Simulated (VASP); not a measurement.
# NaTa4F (F-43m) in VASP: notebook

NaTa4F is run at these levels: PBE; tasks: single point, relaxation of cell and atoms.

Program: VASP 6.6.1. These are calculated values, not measurements. Logs are shortened: lines on timing, memory, paths and dates and some standing lists are left out, and cuts for length are marked.

## (1) The cell of the first run

It takes space group F-43m (No. 216, cubic). The conventional cell has a = 7.916 Å, b = 7.916 Å, c = 7.916 Å, α = 90.00°, β = 90.00°, γ = 90.00°. Na (site symmetry -43m) has 12 Ta at 3.27 Å and 4 F at 3.43 Å within 4.3 Å. Ta (site symmetry 3m) has 6 Ta at 2.72 to 2.88 Å and 3 Na at 3.27 Å and 3 F at 3.29 Å within 3.6 Å. Within 4.3 Å of F (site symmetry -43m) lie 12 Ta at 3.29 Å and 4 Na at 3.43 Å.

The cell was generated, and may not be a known phase.

## (2) Single point, PBE

Input file INCAR:

```
PREC = Accurate
ENCUT = 520
EDIFF = 1E-6
ISMEAR = 0
SIGMA = 0.1
LREAL = False
LASPH = True
NELM = 100
ALGO = Fast
ISIF = 2
LWAVE = False
LCHARG = False
GGA = PE
NBANDS = 38
```

Input file KPOINTS:

```
regular mesh
0
Gamma
  8 8 8
```

Input file POSCAR:

```
NaTa4F
1.0
    0.0000000000      3.9581971932      3.9581971932
    3.9581971932      0.0000000000      3.9581971932
    3.9581971932      3.9581971932      0.0000000000
Na Ta F
1 4 1
Direct
    0.0000000000      0.0000000000      0.0000000000
    0.6285578475      0.6285578475      0.1143264576
    0.6285578475      0.1143264576      0.6285578475
    0.1143264576      0.6285578475      0.6285578475
    0.6285578475      0.6285578475      0.6285578475
    0.2500000000      0.2500000000      0.2500000000
```

Potentials or basis: VASP PAW PBE potentials, release 64 (Na_pv, Ta_pv, F).

Run with:

```sh
$ cat potpaw_PBE.64/Na_pv/POTCAR potpaw_PBE.64/Ta_pv/POTCAR potpaw_PBE.64/F/POTCAR > POTCAR
$ mpirun -np 1 vasp_std > vasp.out
```

OUTCAR:

```text
PREC = Accurate
   ENCUT = 520
   EDIFF = 1E-6
   ISMEAR = 0
   LREAL = False
   LASPH = True
   NELM = 100
   ISIF = 2
   GGA = PE

 ion  position               nearest neighbor table
   1  0.000  0.000  0.000-
   2  0.629  0.629  0.114-   3 2.72   4 2.72   5 2.72   5 2.88   3 2.88   4 2.88
   3  0.629  0.114  0.629-   2 2.72   4 2.72   5 2.72   2 2.88   5 2.88   4 2.88
   4  0.114  0.629  0.629-   2 2.72   3 2.72   5 2.72   5 2.88   2 2.88   3 2.88
   5  0.629  0.629  0.629-   2 2.72   3 2.72   4 2.72   2 2.88   3 2.88   4 2.88
   6  0.250  0.250  0.250-

  LATTYP: Found a face centered cubic cell.
 ALAT       =     7.9163943864

  Lattice vectors:

 A1 = (   0.0000000000,   3.9581971932,   3.9581971932)
 A2 = (   3.9581971932,   0.0000000000,   3.9581971932)
 A3 = (   3.9581971932,   3.9581971932,   0.0000000000)

Analysis of symmetry for initial positions (statically):
=====================================================================
 Subroutine PRICEL returns:
 Original cell was already a primitive cell.

 Routine SETGRP: Setting up the symmetry group for a
 face centered cubic supercell.

 Subroutine GETGRP returns: Found 24 space group operations
 (whereof 24 operations were pure point group operations)
 out of a pool of 48 trial point group operations.

The static configuration has the point symmetry T_d .

Analysis of symmetry for dynamics (positions and initial velocities):
=====================================================================
 Subroutine PRICEL returns:
 Original cell was already a primitive cell.

 Routine SETGRP: Setting up the symmetry group for a
 face centered cubic supercell.

 Subroutine GETGRP returns: Found 24 space group operations
 (whereof 24 operations were pure point group operations)
 out of a pool of 48 trial point group operations.

The dynamic configuration has the point symmetry T_d .

 Subroutine INISYM returns: Found 24 space group operations
 (whereof 24 operations are pure point group operations),
 and found     1 'primitive' translations

----------------------------------------------------------------------------------------

                                     Primitive cell

  volume of cell :     124.0287

  direct lattice vectors                    reciprocal lattice vectors
     0.000000000  3.958197193  3.958197193    -0.126320134  0.126320134  0.126320134
     3.958197193  0.000000000  3.958197193     0.126320134 -0.126320134  0.126320134
     3.958197193  3.958197193  0.000000000     0.126320134  0.126320134 -0.126320134

  length of vectors
     5.597736153  5.597736153  5.597736153     0.218792890  0.218792890  0.218792890

  position of ions in fractional coordinates (direct lattice)
     0.000000000  0.000000000  0.000000000
     0.628557847  0.628557847  0.114326458
     0.628557847  0.114326458  0.628557847
     0.114326458  0.628557847  0.628557847
     0.628557847  0.628557847  0.628557847
     0.250000000  0.250000000  0.250000000

  ion indices of the primitive-cell ions
   primitive index   ion index
                 1           1
                 2           2
                 3           3
                 4           4
                 5           5
                 6           6

----------------------------------------------------------------------------------------

 KPOINTS: regular mesh

Automatic generation of k-mesh.
 Grid dimensions read from file:
 generate k-points for:    8    8    8

 Generating k-lattice:

  Cartesian coordinates                     Fractional coordinates (reciprocal lattice)
    -0.015790017  0.015790017  0.015790017     0.125000000  0.000000000  0.000000000
     0.015790017 -0.015790017  0.015790017     0.000000000  0.125000000  0.000000000
     0.015790017  0.015790017 -0.015790017     0.000000000  0.000000000  0.125000000

  Length of vectors
     0.027349111  0.027349111  0.027349111

  Shift w.r.t. Gamma in fractional coordinates (k-lattice)
     0.000000000  0.000000000  0.000000000

 Subroutine IBZKPT returns following result:
 ===========================================

 Found     29 irreducible k-points:

 Following reciprocal coordinates:
            Coordinates               Weight
  0.000000  0.000000  0.000000      1.000000
  0.125000  0.000000  0.000000      8.000000
  0.250000  0.000000  0.000000      8.000000
  0.375000  0.000000  0.000000      8.000000
  0.500000  0.000000  0.000000      4.000000
  0.125000  0.125000  0.000000      6.000000
[... 16 lines left out ...]
  0.500000  0.250000  0.125000     48.000000
 -0.375000  0.250000  0.125000     24.000000
 [... further k-points ...]
   k-points           NKPTS =     29   k-points in BZ     NKDIM =     29   number of bands    NBANDS=     38
   number of dos      NEDOS =    301   number of ions     NIONS =      6
   total plane-waves  NPLWV =  74088
   dimension x,y,z NGX =    42 NGY =   42 NGZ =   42
   dimension x,y,z NGXF=    84 NGYF=   84 NGZF=   84
   ions per type =               1   4   1
   NGX,Y,Z   is equivalent  to a cutoff of  12.47, 12.47, 12.47 a.u.
   NGXF,Y,Z  is equivalent  to a cutoff of  24.95, 24.95, 24.95 a.u.
 SYSTEM =  unknown system
   PREC   = accura    normal or accurate (medium, high low for compatibility)
   ISTART =      0    job   : 0-new  1-cont  2-samecut
   ICHARG =      2    charge: 1-file 2-atom 10-const
   ISPIN  =      1    spin polarized calculation?
   LNONCOLLINEAR =      F non collinear calculations
   LSORBIT =      F    spin-orbit coupling
   LASPH  =      T    aspherical Exc in radial PAW
   ENCUT  =  520.0 eV  38.22 Ry    6.18 a.u.  10.41 10.41 10.41*2*pi/ulx,y,z
   NELM   =    100;   NELMIN=  2; NELMDL= -5     # of ELM steps
   EDIFF  = 0.1E-05   stopping-criterion for ELM
   LREAL  =      F    real-space projection
   EDIFFG = 0.1E-04   stopping-criterion for IOM
   NSW    =      0    number of steps for IOM
   IBRION =     -1    ionic relax: 0-MD 1-quasi-New 2-CG
   NFREE  =      0    steps in history (QN), initial steepest desc. (CG)
   ISIF   =      2    stress and relaxation
   ISYM   =      2    0-nonsym 1-usesym 2-fastsym
   POTIM  = 0.5000    time-step for ionic-motion
   TEBEG  =    0.0;   TEEND  =   0.0 temperature during run
   PSTRESS=    0.0 pullay stress
   NELECT =      58.0000    total number of electrons
   NUPDOWN=      -1.0000    fix difference up-down
   EMIN   =  10.00;   EMAX   =-10.00  energy-range for DOS
   EFERMI =   0.00;   METHOD = LEGACY
   ISMEAR =     0;   SIGMA  =   0.10  broadening in eV -4-tet -1-fermi 0-gaus
   EFERMI_NEDOS =   21; number of points for ismear=-14 and -15
   IALGO  =     68    algorithm
   IMIX   =      4    mixing-type and parameters
     AMIX     =   0.40;   BMIX     =  1.00
     AMIX_MAG =   1.60;   BMIX_MAG =  1.00
  volume/ion in A,a.u.               =      20.67       139.50
  Fermi-wavevector in a.u.,A,eV,Ry     =   1.270701  2.401277 21.969072  1.614681
  Thomas-Fermi vector in A             =   2.403674
   LORBIT       =      0    0 simple, 1 ext, 2 COOP (PROOUT), +10 PAW based schemes
   GGA     = PE    functional components
   LHFCALC =     F    Hartree Fock is set to
   AEXX    =    0.0000 exact exchange contribution
   IVDW    =     0    specifies the selected vdW correction
   LEPSILON=     F    determine dielectric tensor
   LRPA    =     F    only Hartree local field effects (RPA)
 non-spin polarized calculation
 RMM-DIIS sequential band-by-band and
 Gauss-broadening in eV      SIGMA  =   0.10
  energy-cutoff  :      520.00
  volume of cell :      124.03
 maximum number of plane-waves:      3383
 NGX is ok and might be reduce to    42
   NGX = 21   NGY = 21   NGZ = 21

 number of electron      58.0000012 magnetization

 Free energy of the ion-electron system (eV)
  ---------------------------------------------------
  ext. energy  EPLUGINS =         0.00000000
  ---------------------------------------------------
  free energy    TOTEN  =       -45.13523341 eV

  energy without entropy =      -45.10275990  energy(sigma->0) =      -45.11899665

 E-fermi :   2.8681     XC(G=0): -10.4957

 val. band max:        2.8467103945   @ k =   0.5000   0.1250   0.0000
 cond. band min:       2.8714008720   @ k =  -0.2500   0.5000   0.2500
 fundamental gap:      0.0246904774
 Fermi energy:         2.8680835328

 k-point     1 :       0.0000    0.0000    0.0000
  band No.  band energies     occupation
      1     -32.1246      2.00000
      2     -31.5975      2.00000
      3     -31.5975      2.00000
      4     -31.5975      2.00000
      5     -31.4351      2.00000
      6     -31.4351      2.00000
[... 30 lines left out ...]
     37       6.5948      0.00000
     38       6.6237      0.00000

 k-point     2 :       0.1250    0.0000    0.0000
  band No.  band energies     occupation
      1     -32.0917      2.00000
      2     -31.5875      2.00000
      3     -31.5828      2.00000
      4     -31.5828      2.00000
      5     -31.4272      2.00000
      6     -31.4272      2.00000
[... 30 lines left out ...]
     37       6.5632      0.00000
     38       6.8508      0.00000

 k-point     3 :       0.2500    0.0000    0.0000
  band No.  band energies     occupation
      1     -32.0093      2.00000
      2     -31.5508      2.00000
      3     -31.5508      2.00000
      4     -31.5499      2.00000
      5     -31.3955      2.00000
      6     -31.3955      2.00000
[... 30 lines left out ...]
     37       6.5375      0.00000
     38       6.9502      0.00000

 k-point     4 :       0.3750    0.0000    0.0000
  band No.  band energies     occupation
      1     -31.9261      2.00000
      2     -31.5275      2.00000
      3     -31.5275      2.00000
      4     -31.4669      2.00000
      5     -31.3302      2.00000
      6     -31.3302      2.00000
[... 30 lines left out ...]
     37       6.4407      0.00000
     38       6.4899      0.00000
[... 703 lines left out ...]
      4     -31.4936      2.00000
      5     -31.4083      2.00000
      6     -31.3376      2.00000
[... 30 lines left out ...]
     37       5.9593      0.00000
     38       6.5184      0.00000

 k-point    23 :       0.5000    0.2500    0.1250
  band No.  band energies     occupation
      1     -31.8449      2.00000
      2     -31.5367      2.00000
      3     -31.4783      2.00000
      4     -31.4548      2.00000
      5     -31.3599      2.00000
      6     -31.2889      2.00000
[... 30 lines left out ...]
     37       5.8265      0.00000
     38       6.1076      0.00000

 k-point    24 :      -0.3750    0.2500    0.1250
  band No.  band energies     occupation
      1     -31.8078      2.00000
      2     -31.5139      2.00000
      3     -31.4551      2.00000
      4     -31.4237      2.00000
      5     -31.3500      2.00000
      6     -31.2893      2.00000
[... 30 lines left out ...]
     37       5.8209      0.00000
     38       5.9084      0.00000

 [... further k-points ...]

------------------------ aborting loop because EDIFF is reached ----------------------------------------

  FORCE on cell =-STRESS in cart. coord.  units (eV):
  Direction    XX          YY          ZZ          XY          YZ          ZX
  --------------------------------------------------------------------------------------
  -------------------------------------------------------------------------------------
  Total       -0.0049734     -0.0049734     -0.0049734      0.0000000      0.0000000      0.0000000
  in kB       -0.0642455     -0.0642455     -0.0642455      0.0000000      0.0000000      0.0000000
  external PRESSURE =      -0.0642455 kB  Pullay stress =       0.0000000 kB

 VOLUME and BASIS-vectors are now :
 -----------------------------------------------------------------------------
  energy-cutoff  :      520.00
  volume of cell :      124.03
      direct lattice vectors                 reciprocal lattice vectors
     0.000000000  3.958197193  3.958197193    -0.126320134  0.126320134  0.126320134
     3.958197193  0.000000000  3.958197193     0.126320134 -0.126320134  0.126320134
     3.958197193  3.958197193  0.000000000     0.126320134  0.126320134 -0.126320134

 POSITION                                       TOTAL-FORCE (eV/Angst)
 -----------------------------------------------------------------------------------
      0.00000      0.00000      0.00000         0.000000     -0.000000     -0.000000
      2.94048      2.94048      4.97591         0.000315      0.000315     -0.000315
      2.94048      4.97591      2.94048         0.000315     -0.000315      0.000315
      4.97591      2.94048      2.94048        -0.000315      0.000315      0.000315
      4.97591      4.97591      4.97591        -0.000315     -0.000315     -0.000315
      1.97910      1.97910      1.97910         0.000000     -0.000000      0.000000
 -----------------------------------------------------------------------------------
    total drift:                               -0.000000     -0.000000     -0.000000

  FREE ENERGIE OF THE ION-ELECTRON SYSTEM (eV)
  ---------------------------------------------------
  free  energy   TOTEN  =       -45.1352334115 eV

  energy  without entropy=      -45.1027598973  energy(sigma->0) =      -45.11899665
```

It took 5.9 min on 1 thread of Oxide Virtual Turin-like, shared host; peak memory 0.28 GiB.

What came out:

| Item | Value |
| --- | --- |
| Free energy | -45.1352 eV |
| Pressure | 0.0 GPa |
| Band gap on the k mesh | zero (bands 29 and 30 overlap by 0.27 eV) |

Levels at points of the mesh, in eV from the Fermi level:
```
           k point  band 26  band 27  band 28  band 29  band 30  band 31  band 32  band 33
(0.00, 0.00, 0.00)    -1.21    -0.96    -0.96    -0.96     3.16     3.16     3.16     3.25
(0.50, 0.00, 0.00)    -0.58    -0.58    -0.11     0.17     0.58     0.58     0.77     0.77
(0.50, 0.50, 0.00)    -0.80    -0.54    -0.04    -0.04     0.14     0.34     0.82     0.85
```

Caveat: spin-orbit coupling is left out, which moves the levels of the heavy elements.

(Part 1 of 2 ends here.)

The gap in the log of VASP goes by the Fermi energy; the results here count the filled bands.